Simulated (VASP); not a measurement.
S: single point with PBE

The system is S.

```
S
1.0
     2.98095    0.00000    0.00000
    -1.49047    2.58158    0.00000
     0.00000    0.00000    3.40556
S
2
Direct
  0.33333 0.66667 0.25000
  0.66667 0.33333 0.75000
```

```yaml
Program: VASP 6.6.1
Task: single point
Functional: PBE
Potentials_or_basis: VASP PAW PBE potentials, release 64 (S)
Cutoff: 520 eV
k_mesh: 16 × 16 × 9
Occupations: fermi-dirac, width 0.1 eV
Spin: no spin polarisation
```

```yaml
Pressure: 29.6 GPa
Band_gap_on_the_k_mesh: zero (band 6 reaches 12.32 eV, above the bottom of band 7 at 9.36 eV)
```

Levels at points of the mesh, in eV from the Fermi level:
| k point | band 4 | band 5 | band 6 | band 7 | band 8 | band 9 |
| --- | --- | --- | --- | --- | --- | --- |
| (0.00, 0.00, 0.00) | -2.37 | -2.37 | 1.39 | 1.39 | 3.75 | 5.53 |
| (0.50, 0.00, 0.00) | -4.95 | -4.67 | -1.84 | -1.57 | 2.45 | 3.25 |

Wall time 34 s on 1 thread of AMD EPYC 7R13 Processor (Zen 3), with other jobs on the host, peak memory 0.13 GiB.
